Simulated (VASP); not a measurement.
CaS:

```xyz
2
Lattice="2.8430 2.8430 0.0000 -2.8430 2.8430 0.0000 0.0000 2.8430 2.8430" Properties=species:S:1:pos:R:3 pbc="T T T"
Ca    0.0000    0.0000    0.0000
S     0.0000    2.8430    0.0000
```

| Quantity | Value |
| --- | --- |
| Program | VASP 6.6.1 |
| Task | relaxation of cell and atoms |
| Functional | PBEsol |
| Potentials or basis | VASP PAW PBE potentials, release 64 (Ca_sv, S) |
| Cutoff | 500 eV |
| k mesh | 12 × 12 × 12 |
| Occupations | fermi-dirac, width 0.08 eV |
| Spin | no spin polarisation |

At the start: pressure -1.5 GPa; volume 22.98 Å³/atom.

Q: How do energy, volume and symmetry change on relaxing?

A: Over 3 steps the energy falls by 2.6 meV/atom and the volume is 22.41 Å³/atom (-2.5 %); space group Fm-3m (No. 225, to 0.1 Å) before and after.

The path:
```tsv
step	energy change (eV)	largest force (eV/Å)	pressure (GPa)	volume (Å³)
1	0.0000	0.0000	-1.46	45.96
2	-0.0050	0.0000	0.35	44.58
3	-0.0053	0.0000	0.00	44.83
```

Final structure:
```yaml
crystal:
  lattice:
    - [2.81945, 2.81945, 0.00000]
    - [-2.81945, 2.81945, 0.00000]
    - [0.00000, 2.81945, 2.81945]
  atoms:
    - { symbol: Ca, position: [0.00000, 0.00000, 0.00000] }
    - { symbol: S, position: [0.50000, 0.50000, 0.00000] }
```

Caveat: the PAW data sets were made with another functional, which shifts forces and pressure a little.
